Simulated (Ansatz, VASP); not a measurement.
# P: VASP beside Ansatz

```xyz
4
Lattice="1.6477 -5.4650 0.0000 1.6477 5.4650 0.0000 0.0000 0.0000 4.5436" Properties=species:S:1:pos:R:3 pbc="T T T"
P     1.6477   -4.4173    2.6754
P     1.6477    4.4173    1.8683
P     1.6477   -1.0477    0.4035
P     1.6477    1.0477    4.1401
```

Alike in both runs: task single point; functional PBE; k mesh 8 × 8 × 6; occupations gaussian, width 0.029 eV; no spin polarisation.

```csv
,VASP,Ansatz
version,VASP 6.6.1,Ansatz 0.2.0
potentials or method,"VASP PAW PBE potentials, release 64 (P)",Ansatz PAW
plane-wave cutoff (eV),520,420
valence electrons in the cell,20,20
```

VASP gave:

| Item | Value |
| --- | --- |
| gap on the k mesh at the Fermi level (eV) | 0.11 |
| least direct gap on the mesh (eV) | 0.11 |
| pressure (GPa) | 1.7 |
| traceless stress, the component that is largest in VASP (GPa) | 0.20 |
| rms of the force components (eV/Å) | 0.166 |

Task: What did Ansatz give for the same quantities?

Result: gap on the k mesh at the Fermi level (eV): 0.10; least direct gap on the mesh (eV): 0.10; pressure (GPa): 2.0; traceless stress, the component that is largest in VASP (GPa): 0.22; rms of the force components (eV/Å): 0.195.

Atom by atom the forces differ by 0.031 eV/Å (rms over components). The functional is the same, so the differences come from potentials, cutoffs and numerics.
